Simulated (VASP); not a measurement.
Here is a VASP 6.6.1 calculation.

The input INCAR:

```
ALGO = Normal
EDIFF = 1E-7
ENCUT = 520
GGA = PE
ISIF = 2
ISMEAR = 0
LASPH = T
LCHARG = F
LREAL = F
LWAVE = F
NBANDS = 16
NELM = 100
PREC = Accurate
SIGMA = 0.1
```

Contents of KPOINTS:

```
k-points
0
Gamma
  18 18 14
```

Contents of POSCAR:

```
WC
1.0
    2.9218906138      0.0000000000      0.0000000000
   -1.4609453069      2.5304314986      0.0000000000
    0.0000000000      0.0000000000      2.8472552532
W C
1 1
Direct
    0.0000000000      0.0000000000      0.0000000000
    0.3333333333      0.6666666667      0.5000000000
```

Potentials or basis: VASP PAW PBE potentials, release 64 (W_sv, C).

The run is started by

```console
$ cat potpaw_PBE.64/W_sv/POTCAR potpaw_PBE.64/C/POTCAR > POTCAR
$ mpirun -np 1 vasp_std > vasp.out
```

What does it give for the pressure?

1.0 GPa.

What does it give for the band gap on the k mesh?

Zero (band 9 reaches 11.50 eV, above the bottom of band 10 at 10.31 eV).

Stress tensor (GPa, compression positive):
```
0.91 0.00 0.00
0.00 0.91 0.00
0.00 0.00 1.19
```

Caveat: spin-orbit coupling is left out, which moves the levels of the heavy elements.
